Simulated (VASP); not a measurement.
# AlN (P6_3/mmc) in VASP: further runs

AlN is run at these levels: PBEsol; tasks: single point.

Program: VASP 6.6.1. These are calculated values, not measurements. Logs are shortened: lines on timing, memory, paths and dates and some standing lists are left out, and cuts for length are marked.

### Step 1. The cell of the first run

The structure is hexagonal, space group P6_3/mmc (No. 194). Conventional cell: a = 3.198 Å, b = 3.198 Å, c = 3.883 Å, α = 90.00°, β = 90.00°, γ = 120.00°. Within 2.5 Å of Al (site symmetry -6m2) lie 5 N at 1.85 to 1.94 Å. Within 2.5 Å of N (site symmetry -6m2) lie 5 Al at 1.85 to 1.94 Å.

### Step 2. Single point, PBEsol (volume 8.597 Å^3 an atom, c/a of the conventional cell 1.2144)

Input file INCAR:

```
ALGO = Normal
EDIFF = 1E-6
ENCUT = 520
GGA = PS
ISIF = 2
ISMEAR = 0
LASPH = True
LCHARG = False
LREAL = False
LWAVE = False
NBANDS = 16
NELM = 80
PREC = Accurate
SIGMA = 0.05
```

Input file KPOINTS:

```
k-points
0
Gamma
  9 9 6
```

Input file POSCAR:

```
AlN
1.0
    3.1977033797      0.0000000000      0.0000000000
   -1.5988516899      2.7692923606      0.0000000000
    0.0000000000      0.0000000000      3.8832909843
Al N
2 2
Direct
    0.3333333333      0.6666666667      0.7500000000
    0.6666666667      0.3333333333      0.2500000000
    0.3333333333      0.6666666667      0.2500000000
    0.6666666667      0.3333333333      0.7500000000
```

Potentials or basis: VASP PAW PBE potentials, release 64 (Al, N).

On the command line:

```bash
$ cat potpaw_PBE.64/Al/POTCAR potpaw_PBE.64/N/POTCAR > POTCAR
$ mpirun -np 1 vasp_std > vasp.out
```

OUTCAR:

```text
EDIFF = 1E-6
   ENCUT = 520
   GGA = PS
   ISIF = 2
   ISMEAR = 0
   LASPH = True
   LREAL = False
   NELM = 80
   PREC = Accurate

 ion  position               nearest neighbor table
   1  0.333  0.667  0.750-   4 1.85   4 1.85   4 1.85   3 1.94   3 1.94   2 2.68   2 2.68   2 2.68
                             2 2.68   2 2.68   2 2.68
   2  0.667  0.333  0.250-   3 1.85   3 1.85   3 1.85   4 1.94   4 1.94   1 2.68   1 2.68   1 2.68
                             1 2.68   1 2.68   1 2.68
   3  0.333  0.667  0.250-   2 1.85   2 1.85   2 1.85   1 1.94   1 1.94
   4  0.667  0.333  0.750-   1 1.85   1 1.85   1 1.85   2 1.94   2 1.94

  LATTYP: Found a hexagonal cell.
 ALAT       =     3.1977033797
 C/A-ratio  =     1.2144000000

  Lattice vectors:

 A1 = (   3.1977033797,   0.0000000000,   0.0000000000)
 A2 = (  -1.5988516899,   2.7692923606,   0.0000000000)
 A3 = (   0.0000000000,   0.0000000000,   3.8832909843)

Analysis of symmetry for initial positions (statically):
=====================================================================
 Subroutine PRICEL returns:
 Original cell was already a primitive cell.

 Routine SETGRP: Setting up the symmetry group for a
 hexagonal supercell.

 Subroutine GETGRP returns: Found 24 space group operations
 (whereof 12 operations were pure point group operations)
 out of a pool of 24 trial point group operations.

The static configuration has the point symmetry D_3d.
 The point group associated with its full space group is D_6h.

Analysis of symmetry for dynamics (positions and initial velocities):
=====================================================================
 Subroutine PRICEL returns:
 Original cell was already a primitive cell.

 Routine SETGRP: Setting up the symmetry group for a
 hexagonal supercell.

 Subroutine GETGRP returns: Found 24 space group operations
 (whereof 12 operations were pure point group operations)
 out of a pool of 24 trial point group operations.

The dynamic configuration has the point symmetry D_3d.
 The point group associated with its full space group is D_6h.

 Subroutine INISYM returns: Found 24 space group operations
 (whereof 12 operations are pure point group operations),
 and found     1 'primitive' translations

[... 90 lines left out ...]
   ISTART =      0    job   : 0-new  1-cont  2-samecut
   ICHARG =      2    charge: 1-file 2-atom 10-const
   ISPIN  =      1    spin polarized calculation?
   LNONCOLLINEAR =      F non collinear calculations
   LSORBIT =      F    spin-orbit coupling
   LASPH  =      T    aspherical Exc in radial PAW
   ENCUT  =  520.0 eV  38.22 Ry    6.18 a.u.   5.95  5.95  7.22*2*pi/ulx,y,z
   NELM   =     80;   NELMIN=  2; NELMDL= -5     # of ELM steps
   EDIFF  = 0.1E-05   stopping-criterion for ELM
   LREAL  =      F    real-space projection
   EDIFFG = 0.1E-04   stopping-criterion for IOM
   NSW    =      0    number of steps for IOM
   IBRION =     -1    ionic relax: 0-MD 1-quasi-New 2-CG
   NFREE  =      0    steps in history (QN), initial steepest desc. (CG)
   ISIF   =      2    stress and relaxation
   ISYM   =      2    0-nonsym 1-usesym 2-fastsym
   POTIM  = 0.5000    time-step for ionic-motion
   TEBEG  =    0.0;   TEEND  =   0.0 temperature during run
   PSTRESS=    0.0 pullay stress
   NELECT =      16.0000    total number of electrons
   NUPDOWN=      -1.0000    fix difference up-down
   EMIN   =  10.00;   EMAX   =-10.00  energy-range for DOS
   EFERMI =   0.00;   METHOD = LEGACY
   ISMEAR =     0;   SIGMA  =   0.05  broadening in eV -4-tet -1-fermi 0-gaus
   EFERMI_NEDOS =   21; number of points for ismear=-14 and -15
   IALGO  =     38    algorithm
   IMIX   =      4    mixing-type and parameters
     AMIX     =   0.40;   BMIX     =  1.00
     AMIX_MAG =   1.60;   BMIX_MAG =  1.00
  volume/ion in A,a.u.               =       8.60        58.02
  Fermi-wavevector in a.u.,A,eV,Ry     =   1.268564  2.397239 21.895252  1.609256
  Thomas-Fermi vector in A             =   2.401652
   LORBIT       =      0    0 simple, 1 ext, 2 COOP (PROOUT), +10 PAW based schemes
   GGA     = PS    functional components
   LHFCALC =     F    Hartree Fock is set to
   AEXX    =    0.0000 exact exchange contribution
   IVDW    =     0    specifies the selected vdW correction
   LEPSILON=     F    determine dielectric tensor
   LRPA    =     F    only Hartree local field effects (RPA)
 non-spin polarized calculation
 Gauss-broadening in eV      SIGMA  =   0.05
  energy-cutoff  :      520.00
  volume of cell :       34.39
 maximum number of plane-waves:       942
 NGX is ok and might be reduce to    24
   NGX = 11   NGY = 11   NGZ = 15

 number of electron      16.0000004 magnetization

 Free energy of the ion-electron system (eV)
  ---------------------------------------------------
  ext. energy  EPLUGINS =         0.00000000
  ---------------------------------------------------
  free energy    TOTEN  =       -30.46829808 eV

  energy without entropy =      -30.46829808  energy(sigma->0) =      -30.46829808

 E-fermi :   9.6639     XC(G=0): -12.0084

 val. band max:        9.4329537589   @ k =   0.0000   0.0000   0.0000
 cond. band min:      13.6978411886   @ k =   0.4444   0.0000   0.0000
 fundamental gap:      4.2648874297
 Fermi energy:         9.6638703751

 k-point     1 :       0.0000    0.0000    0.0000
  band No.  band energies     occupation
      1      -8.4074      2.00000
      2      -3.7391      2.00000
      3       1.8468      2.00000
      4       5.7109      2.00000
      5       5.7109      2.00000
      6       7.7375      2.00000
[... 433 lines left out ...]
      3       2.0432      2.00000
      4       3.4952      2.00000
      5       3.4952      2.00000
      6       6.4027      2.00000
[... 8 lines left out ...]
     15      21.7751      0.00000
     16      24.3251      0.00000

 [... further k-points ...]
[... 5 lines left out ...]
  --------------------------------------------------------------------------------------
  -------------------------------------------------------------------------------------
  Total        6.9416015      6.9416015      8.7143017     -0.0000000      0.0000000      0.0000000
  in kB      323.4173689    323.4173689    406.0095583     -0.0000000      0.0000000      0.0000000
  external PRESSURE =     350.9480987 kB  Pullay stress =       0.0000000 kB

 VOLUME and BASIS-vectors are now :
 -----------------------------------------------------------------------------
  energy-cutoff  :      520.00
  volume of cell :       34.39
      direct lattice vectors                 reciprocal lattice vectors
     3.197703380  0.000000000  0.000000000     0.312724440  0.180551540  0.000000000
    -1.598851690  2.769292361  0.000000000     0.000000000  0.361103080  0.000000000
     0.000000000  0.000000000  3.883290984     0.000000000  0.000000000  0.257513538

 POSITION                                       TOTAL-FORCE (eV/Angst)
 -----------------------------------------------------------------------------------
     -0.00000      1.84619      2.91247         0.000000      0.000000      0.000000
      1.59885      0.92310      0.97082        -0.000000     -0.000000      0.000000
     -0.00000      1.84619      0.97082        -0.000000      0.000000      0.000000
      1.59885      0.92310      2.91247        -0.000000     -0.000000      0.000000
 -----------------------------------------------------------------------------------
    total drift:                               -0.000000      0.000000      0.000000

  FREE ENERGIE OF THE ION-ELECTRON SYSTEM (eV)
  ---------------------------------------------------
  free  energy   TOTEN  =       -30.4682980771 eV

  energy  without entropy=      -30.4682980771  energy(sigma->0) =      -30.46829808
```

OSZICAR:

```text
N       E                     dE             d eps       ncg     rms          rms(c)
DAV:   1     0.419226232373E+02    0.41923E+02   -0.76345E+03  1544   0.922E+02
DAV:   2    -0.322419931803E+02   -0.74165E+02   -0.67871E+02  2184   0.197E+02
DAV:   3    -0.352627654999E+02   -0.30208E+01   -0.30102E+01  1888   0.402E+01
DAV:   4    -0.352794646037E+02   -0.16699E-01   -0.16697E-01  1864   0.333E+00
DAV:   5    -0.352796649678E+02   -0.20036E-03   -0.20036E-03  1880   0.372E-01    0.123E+01
DAV:   6    -0.305966182603E+02    0.46830E+01   -0.82566E+00  1968   0.222E+01    0.444E+00
DAV:   7    -0.305122456822E+02    0.84373E-01   -0.86707E-01  1888   0.653E+00    0.305E+00
DAV:   8    -0.304757948092E+02    0.36451E-01   -0.10376E-01  1680   0.253E+00    0.729E-01
DAV:   9    -0.304680276832E+02    0.77671E-02   -0.19931E-02  1968   0.110E+00    0.245E-01
DAV:  10    -0.304684096814E+02   -0.38200E-03   -0.22038E-03  1768   0.308E-01    0.173E-01
DAV:  11    -0.304683006853E+02    0.10900E-03   -0.17409E-04  1832   0.101E-01    0.362E-02
DAV:  12    -0.304682985812E+02    0.21042E-05   -0.83813E-06  1928   0.229E-02    0.655E-03
DAV:  13    -0.304682980771E+02    0.50403E-06   -0.17998E-06  1536   0.998E-03
   1 F= -.30468298E+02 E0= -.30468298E+02  d E =-.316734E-13
```

Wall time 14 s (1 thread of Intel Xeon 6975P-C, shared host); peak memory 0.15 GiB.

What came out:

* Free energy: -30.4683 eV
* Pressure: 35.1 GPa
* Band gap on the k mesh: 4.26 eV, indirect (least direct gap 4.28 eV)

Stress tensor (GPa, compression positive):
```
32.34  0.00  0.00
 0.00 32.34  0.00
 0.00  0.00 40.60
```

Caveat: the PAW data sets were made with another functional, which shifts forces and pressure a little.

### Step 3. Single point, PBEsol (volume 8.597 Å^3 an atom, c/a of the conventional cell 1.3371)

Input file INCAR:

```
SYSTEM = AlN
PREC     = Accurate       ! precision mode
ENCUT    = 520            ! plane-wave cutoff, eV
EDIFF    = 1E-6           ! SCF threshold, eV
ISMEAR   = 0              ! smearing method
SIGMA    = 0.05           ! smearing width, eV
LREAL    = .FALSE.        ! projectors in reciprocal space
LASPH    = .TRUE.         ! aspherical terms in the spheres
NELM     = 60             ! most SCF steps
ALGO     = Normal         ! electronic algorithm
ISIF     = 2              ! what is computed and relaxed
LWAVE    = .FALSE.        ! write WAVECAR
LCHARG   = .FALSE.        ! write CHGCAR
GGA      = PS             ! functional
NBANDS   = 16             ! bands
```

Input file KPOINTS:

```
regular mesh
0
G
  9 9 6
  0 0 0
```

Input file POSCAR:

```
AlN
1.0
    3.0967356410      0.0000000000      0.0000000000
   -1.5483678205      2.6818517339      0.0000000000
    0.0000000000      0.0000000000      4.1406452255
Al N
2 2
Direct
    0.3333333333      0.6666666667      0.7500000000
    0.6666666667      0.3333333333      0.2500000000
    0.3333333333      0.6666666667      0.2500000000
    0.6666666667      0.3333333333      0.7500000000
```

Potentials or basis: VASP PAW PBE potentials, release 64 (Al, N).

On the command line:

```bash
$ cat potpaw_PBE.64/Al/POTCAR potpaw_PBE.64/N/POTCAR > POTCAR
$ mpirun -np 1 vasp_std > vasp.out
```

Run time: 14 s. Hardware: 1 thread of Intel Xeon 6975P-C, shared host; peak memory 0.15 GiB.

The run converged. Its results:

```
Free energy            : -30.3025 eV
Pressure               : 39.7 GPa
Band gap on the k mesh : 4.22 eV, direct
```

Stress tensor (GPa, compression positive):
```
50.19  0.00  0.00
 0.00 50.19  0.00
 0.00  0.00 18.87
```

Levels at points of the mesh, in eV from the valence-band top:
```csv
k point,band 5,band 6,band 7,band 8,band 9,band 10,band 11,band 12
"(0.00, 0.00, 0.00)",-3.69,-2.18,-2.18,0.00,4.22,5.71,9.18,9.18
"(0.00, 0.00, 0.50)",-2.98,-2.98,-2.98,-2.98,6.47,6.47,9.34,9.34
```

Caveat: the PAW data sets were made with another functional, which shifts forces and pressure a little.
